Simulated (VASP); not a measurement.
# Ag (Pm-3m) in VASP: single point with PBEsol

Aim: the single point of Ag with PBEsol.

Program: VASP 6.6.1. These are calculated values, not measurements. Logs are shortened: lines on timing, memory, paths and dates and some standing lists are left out, and cuts for length are marked.

## 1. The cell of the first run

It takes space group Pm-3m (No. 221, cubic). The conventional cell has a = 4.008 Å, b = 4.008 Å, c = 4.008 Å, α = 90.00°, β = 90.00°, γ = 90.00°. Ag (site symmetry m-3m) has 6 Ag at 4.01 Å within 5.3 Å.

## 2. Single point, PBEsol

Contents of INCAR:

```
SYSTEM = Ag
PREC = Accurate ; ENCUT = 500
EDIFF = 1E-6 ; ISMEAR = 1
SIGMA = 0.05 ; LREAL = .False.
LASPH = .True. ; NELM = 120
ALGO = Normal ; ISIF = 2
LWAVE = .False. ; LCHARG = .False.
GGA = PS ; NBANDS = 12
GGA_COMPAT = .False.
```

Contents of KPOINTS:

```
Automatic mesh
0
Gamma
  6 6 6
  0 0 0
```

Contents of POSCAR:

```
Ag
1.0
    4.0084280000      0.0000000000      0.0000000000
    0.0000000000      4.0084280000      0.0000000000
    0.0000000000      0.0000000000      4.0084280000
Ag
1
Direct
    0.5000000000      0.5000000000      0.5000000000
```

Potentials or basis: VASP PAW PBE potentials, release 64 (Ag).

On the command line:

```console
> cat potpaw_PBE.64/Ag/POTCAR > POTCAR
> mpirun -np 1 vasp_std > vasp.out
```

OUTCAR:

```text
SYSTEM = Ag
   PREC = Accurate
   ENCUT = 500
   EDIFF = 1E-6
   ISMEAR = 1
   LREAL = .False.
   LASPH = .True.
   NELM = 120
   ISIF = 2
   GGA = PS

 ion  position               nearest neighbor table
   1  0.500  0.500  0.500-

  LATTYP: Found a simple cubic cell.
 ALAT       =     4.0084280000

  Lattice vectors:

 A1 = (   4.0084280000,   0.0000000000,   0.0000000000)
 A2 = (   0.0000000000,   4.0084280000,   0.0000000000)
 A3 = (   0.0000000000,   0.0000000000,   4.0084280000)

Analysis of symmetry for initial positions (statically):
=====================================================================
 Subroutine PRICEL returns:
 Original cell was already a primitive cell.

 Routine SETGRP: Setting up the symmetry group for a
 simple cubic supercell.

 Subroutine GETGRP returns: Found 48 space group operations
 (whereof 48 operations were pure point group operations)
 out of a pool of 48 trial point group operations.

The static configuration has the point symmetry O_h .

Analysis of symmetry for dynamics (positions and initial velocities):
=====================================================================
 Subroutine PRICEL returns:
 Original cell was already a primitive cell.

 Routine SETGRP: Setting up the symmetry group for a
 simple cubic supercell.

 Subroutine GETGRP returns: Found 48 space group operations
 (whereof 48 operations were pure point group operations)
 out of a pool of 48 trial point group operations.

The dynamic configuration has the point symmetry O_h .

 Subroutine INISYM returns: Found 48 space group operations
 (whereof 48 operations are pure point group operations),
 and found     1 'primitive' translations

----------------------------------------------------------------------------------------

                                     Primitive cell

  volume of cell :      64.4054

  direct lattice vectors                    reciprocal lattice vectors
     4.008428000  0.000000000  0.000000000     0.249474358  0.000000000  0.000000000
     0.000000000  4.008428000  0.000000000     0.000000000  0.249474358  0.000000000
     0.000000000  0.000000000  4.008428000     0.000000000  0.000000000  0.249474358

  length of vectors
     4.008428000  4.008428000  4.008428000     0.249474358  0.249474358  0.249474358

  position of ions in fractional coordinates (direct lattice)
     0.500000000  0.500000000  0.500000000

  ion indices of the primitive-cell ions
   primitive index   ion index
                 1           1

----------------------------------------------------------------------------------------

 KPOINTS: Automatic mesh

Automatic generation of k-mesh.
 Grid dimensions read from file:
 generate k-points for:    6    6    6

 Generating k-lattice:

  Cartesian coordinates                     Fractional coordinates (reciprocal lattice)
     0.041579060  0.000000000  0.000000000     0.166666667  0.000000000  0.000000000
     0.000000000  0.041579060  0.000000000     0.000000000  0.166666667  0.000000000
     0.000000000  0.000000000  0.041579060     0.000000000  0.000000000  0.166666667

  Length of vectors
     0.041579060  0.041579060  0.041579060

  Shift w.r.t. Gamma in fractional coordinates (k-lattice)
     0.000000000  0.000000000  0.000000000

 Subroutine IBZKPT returns following result:
 ===========================================

 Found     20 irreducible k-points:

 Following reciprocal coordinates:
            Coordinates               Weight
  0.000000  0.000000  0.000000      1.000000
  0.166667  0.000000  0.000000      6.000000
  0.333333  0.000000  0.000000      6.000000
  0.500000  0.000000  0.000000      3.000000
  0.166667  0.166667  0.000000     12.000000
  0.333333  0.166667  0.000000     24.000000
[... 12 lines left out ...]
  0.500000  0.500000  0.333333      6.000000
  0.500000  0.500000  0.500000      1.000000
   k-points           NKPTS =     20   k-points in BZ     NKDIM =     20   number of bands    NBANDS=     12
   number of dos      NEDOS =    301   number of ions     NIONS =      1
   total plane-waves  NPLWV =  27000
   dimension x,y,z NGX =    30 NGY =   30 NGZ =   30
   dimension x,y,z NGXF=    60 NGYF=   60 NGZF=   60
   ions per type =               1
   NGX,Y,Z   is equivalent  to a cutoff of  12.44, 12.44, 12.44 a.u.
   NGXF,Y,Z  is equivalent  to a cutoff of  24.88, 24.88, 24.88 a.u.
 SYSTEM =  Ag
   PREC   = accura    normal or accurate (medium, high low for compatibility)
   ISTART =      0    job   : 0-new  1-cont  2-samecut
   ICHARG =      2    charge: 1-file 2-atom 10-const
   ISPIN  =      1    spin polarized calculation?
   LNONCOLLINEAR =      F non collinear calculations
   LSORBIT =      F    spin-orbit coupling
   LASPH  =      T    aspherical Exc in radial PAW
   ENCUT  =  500.0 eV  36.75 Ry    6.06 a.u.   7.31  7.31  7.31*2*pi/ulx,y,z
   NELM   =    120;   NELMIN=  2; NELMDL= -5     # of ELM steps
   EDIFF  = 0.1E-05   stopping-criterion for ELM
   LREAL  =      F    real-space projection
   EDIFFG = 0.1E-04   stopping-criterion for IOM
   NSW    =      0    number of steps for IOM
   IBRION =     -1    ionic relax: 0-MD 1-quasi-New 2-CG
   NFREE  =      0    steps in history (QN), initial steepest desc. (CG)
   ISIF   =      2    stress and relaxation
   ISYM   =      2    0-nonsym 1-usesym 2-fastsym
   POTIM  = 0.5000    time-step for ionic-motion
   TEBEG  =    0.0;   TEEND  =   0.0 temperature during run
   PSTRESS=    0.0 pullay stress
   NELECT =      11.0000    total number of electrons
   NUPDOWN=      -1.0000    fix difference up-down
   EMIN   =  10.00;   EMAX   =-10.00  energy-range for DOS
   EFERMI =   0.00;   METHOD = LEGACY
   ISMEAR =     1;   SIGMA  =   0.05  broadening in eV -4-tet -1-fermi 0-gaus
   EFERMI_NEDOS =   21; number of points for ismear=-14 and -15
   IALGO  =     38    algorithm
   IMIX   =      4    mixing-type and parameters
     AMIX     =   0.40;   BMIX     =  1.00
     AMIX_MAG =   1.60;   BMIX_MAG =  1.00
  volume/ion in A,a.u.               =      64.41       434.63
  Fermi-wavevector in a.u.,A,eV,Ry     =   0.908305  1.716447 11.225048  0.825018
  Thomas-Fermi vector in A             =   2.032215
   LORBIT       =      0    0 simple, 1 ext, 2 COOP (PROOUT), +10 PAW based schemes
   GGA     = PS    functional components
   LHFCALC =     F    Hartree Fock is set to
   AEXX    =    0.0000 exact exchange contribution
   IVDW    =     0    specifies the selected vdW correction
   LEPSILON=     F    determine dielectric tensor
   LRPA    =     F    only Hartree local field effects (RPA)
 non-spin polarized calculation
 Methfessel and Paxton  Order N= 1 SIGMA  =   0.05
  energy-cutoff  :      500.00
  volume of cell :       64.41
 maximum number of plane-waves:      1659
 NGX is ok and might be reduce to    30
   NGX = 15   NGY = 15   NGZ = 15

 number of electron      10.9999989 magnetization

 Free energy of the ion-electron system (eV)
  ---------------------------------------------------
  ext. energy  EPLUGINS =         0.00000000
  ---------------------------------------------------
  free energy    TOTEN  =        -0.95373160 eV

  energy without entropy =       -0.95406623  energy(sigma->0) =       -0.95384314

 E-fermi :  -1.2652     XC(G=0):  -6.1197

 val. band max:       -1.3019581293   @ k =   0.5000   0.1667   0.0000
 cond. band min:      -1.1011717546   @ k =   0.3333   0.3333   0.1667
 fundamental gap:      0.2007863747
 Fermi energy:        -1.2652398897

 k-point     1 :       0.0000    0.0000    0.0000
  band No.  band energies     occupation
      1      -4.4984      2.00000
      2      -4.4984      2.00000
      3      -4.1671      2.00000
      4      -4.1671      2.00000
      5      -4.1671      2.00000
      6      -3.3199      2.00000
      7       6.1721      0.00000
      8       6.1721      0.00000
      9       6.1721      0.00000
     10       7.7031      0.00000
     11       8.5832      0.00000
     12       8.5832      0.00000

 k-point     2 :       0.1667    0.0000    0.0000
  band No.  band energies     occupation
      1      -4.4920      2.00000
      2      -4.4460      2.00000
      3      -4.1912      2.00000
      4      -4.1912      2.00000
      5      -4.1650      2.00000
      6      -3.0629      2.00000
      7       4.0431      0.00000
      8       6.4418      0.00000
      9       6.4418      0.00000
     10       8.1713      0.00000
     11       8.7814      0.00000
     12      10.8650      0.00000

 k-point     3 :       0.3333    0.0000    0.0000
  band No.  band energies     occupation
      1      -4.4790      2.00000
      2      -4.3573      2.00000
      3      -4.2387      2.00000
      4      -4.2387      2.00000
      5      -4.1609      2.00000
      6      -2.2950      2.00000
      7       1.6691      0.00000
      8       7.1298      0.00000
      9       7.1298      0.00000
     10       8.8174      0.00000
     11       9.3869      0.00000
     12      11.6851      0.00000
[... 226 lines left out ...]
 k-point    19 :       0.5000    0.5000    0.3333
  band No.  band energies     occupation
      1      -4.4018      2.00000
      2      -4.3585      2.00000
      3      -4.3585      2.00000
      4      -4.1456      2.00000
      5      -4.0658      2.00000
      6       1.0195      0.00000
      7       2.8505      0.00000
      8       2.8505      0.00000
      9       4.7737      0.00000
     10       5.4993      0.00000
     11       7.5522      0.00000
     12       7.5522      0.00000

 k-point    20 :       0.5000    0.5000    0.5000
  band No.  band energies     occupation
      1      -4.3933      2.00000
      2      -4.3933      2.00000
      3      -4.3933      2.00000
      4      -4.0644      2.00000
      5      -4.0644      2.00000
      6       1.7953      0.00000
      7       3.3521      0.00000
      8       3.3521      0.00000
      9       3.3521      0.00000
     10       6.5956      0.00000
     11       6.5956      0.00000
     12       6.5956      0.00000

------------------------ aborting loop because EDIFF is reached ----------------------------------------

  FORCE on cell =-STRESS in cart. coord.  units (eV):
  Direction    XX          YY          ZZ          XY          YZ          ZX
  --------------------------------------------------------------------------------------
  -------------------------------------------------------------------------------------
  Total       -1.2916090     -1.2916090     -1.2916090      0.0000000      0.0000000      0.0000000
  in kB      -32.1306400    -32.1306400    -32.1306400      0.0000000      0.0000000      0.0000000
  external PRESSURE =     -32.1306400 kB  Pullay stress =       0.0000000 kB

 VOLUME and BASIS-vectors are now :
 -----------------------------------------------------------------------------
  energy-cutoff  :      500.00
  volume of cell :       64.41
      direct lattice vectors                 reciprocal lattice vectors
     4.008428000  0.000000000  0.000000000     0.249474358  0.000000000  0.000000000
     0.000000000  4.008428000  0.000000000     0.000000000  0.249474358  0.000000000
     0.000000000  0.000000000  4.008428000     0.000000000  0.000000000  0.249474358

 POSITION                                       TOTAL-FORCE (eV/Angst)
 -----------------------------------------------------------------------------------
      2.00421      2.00421      2.00421         0.000000      0.000000      0.000000
 -----------------------------------------------------------------------------------
    total drift:                                0.000000      0.000000      0.000000

  FREE ENERGIE OF THE ION-ELECTRON SYSTEM (eV)
  ---------------------------------------------------
  free  energy   TOTEN  =        -0.9537315986 eV

  energy  without entropy=       -0.9540662318  energy(sigma->0) =       -0.95384314
```

Run time: 17 s. Hardware: 1 thread of Intel Xeon 8259CL, shared host; peak memory 0.16 GiB.

What came out:

```
Free energy : -0.9537 eV
Pressure    : -3.2 GPa
```

Levels at points of the mesh, in eV from the Fermi level:
```tsv
k point	band 3	band 4	band 5	band 6	band 7	band 8
(0.00, 0.00, 0.00)	-2.90	-2.90	-2.90	-2.05	7.44	7.44
(0.50, 0.00, 0.00)	-3.00	-3.00	-2.89	-0.26	1.61	8.90
(0.50, 0.50, 0.00)	-2.98	-2.98	-2.80	1.39	3.16	3.16
(0.50, 0.50, 0.50)	-3.13	-2.80	-2.80	3.06	4.62	4.62
```

Caveat: the PAW data sets were made with another functional, which shifts forces and pressure a little.
